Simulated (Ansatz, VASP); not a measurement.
Two plane-wave programs on Te

```xyz
4
Lattice="4.1773 0.0000 0.0000 -2.0887 3.6177 0.0000 0.0000 0.0000 8.0830" Properties=species:S:1:pos:R:3 pbc="T T T"
Te   -2.0887    3.6177    0.0000
Te   -2.0887    3.6177    4.0415
Te    0.0000    2.4118    2.0207
Te    2.0887    1.2059    6.0622
```

Alike in both runs: task single point; functional revPBE; k mesh 10 × 10 × 5; occupations fermi-dirac, width 0.1 eV; no spin polarisation.

|  | VASP | Ansatz |
| --- | --- | --- |
| version | VASP 6.6.1 | Ansatz 0.2.0 |
| potentials or method | VASP PAW PBE potentials, release 64 (Te), cutoff 520 eV | plane waves (420 eV) with PAW, scalar-relativistic |
| valence electrons in the cell | 24 | 64 |

|  | VASP | Ansatz | Ansatz less VASP |
| --- | --- | --- | --- |
| pressure (GPa) | 4.5 | 4.6 | +0.08 |
| traceless stress, the component that is largest in VASP (GPa) | 1.43 | 1.44 | +0.005 |

VASP's potentials were made for PBE, not for revPBE. VASP's potentials hold 24 valence electrons a cell and Ansatz's 64, so a difference there can come from the potentials and not from the codes.

Neither program's run includes spin-orbit coupling.
